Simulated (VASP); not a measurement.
Write the native input for VASP 6.6.1 that does the following.

- Task: single point
- Functional: PBE
- Potentials or basis: VASP PAW PBE potentials, release 64 (Ga_d, P)
- Cutoff: 520 eV
- k mesh: 4 × 4 × 2
- Occupations: gaussian, width 0.1 eV
- Spin: no spin polarisation
- Dipole correction: no
- Further INCAR settings: ALGO = Normal; EDIFF = 1e-07; NBANDS = 44

The structure of GaP4 lies in POSCAR:

```
GaP4
1.0
    5.2417294356      0.0000000000      0.0000000000
   -0.6366258275      5.2548374534      0.0000000000
   -0.1357945127     -0.8051719634      9.8797674607
Ga P
2 8
Direct
    0.0053669751      0.0007612853      0.9499599235
    0.0070436053      0.9880677999      0.6447827993
    0.2849241030      0.3753330821      0.2868616721
    0.3559533726      0.3039256024      0.8220574358
    0.6093136477      0.6706413662      0.3430383127
    0.7516730197      0.6470920320      0.7891343539
    0.4110148951      0.6577578350      0.1425029175
    0.3475596435      0.6560844974      0.7105284625
    0.6536858890      0.3609609600      0.1837435808
    0.5734648492      0.3393755397      0.6273905419
```

These files were run (other wordings do the same):

INCAR

```
PREC = Accurate
ENCUT = 520
EDIFF = 1E-7
ISMEAR = 0
SIGMA = 0.1
LREAL = False
LASPH = True
NELM = 80
ALGO = Normal
ISIF = 2
LWAVE = False
LCHARG = True
GGA = PE
LELF = True
LVHAR = True
NBANDS = 44
```

KPOINTS

```
Automatic mesh
0
Gamma
  4 4 2
```

Potentials or basis: VASP PAW PBE potentials, release 64 (Ga_d, P).

The run is started by

```console
$ cat potpaw_PBE.64/Ga_d/POTCAR potpaw_PBE.64/P/POTCAR > POTCAR
$ mpirun -np 1 vasp_std > vasp.out
```

Results of the run:

The pressure is 0.0 GPa and the largest force is 0.828 eV/Å. The band gap on the k mesh is zero (band 33 reaches 3.25 eV, above the bottom of band 34 at 3.18 eV).

Wall time 3 min on 1 thread of Intel(R) Xeon(R) 6975P-C (Granite Rapids), with other jobs on the host, peak memory 0.45 GiB.
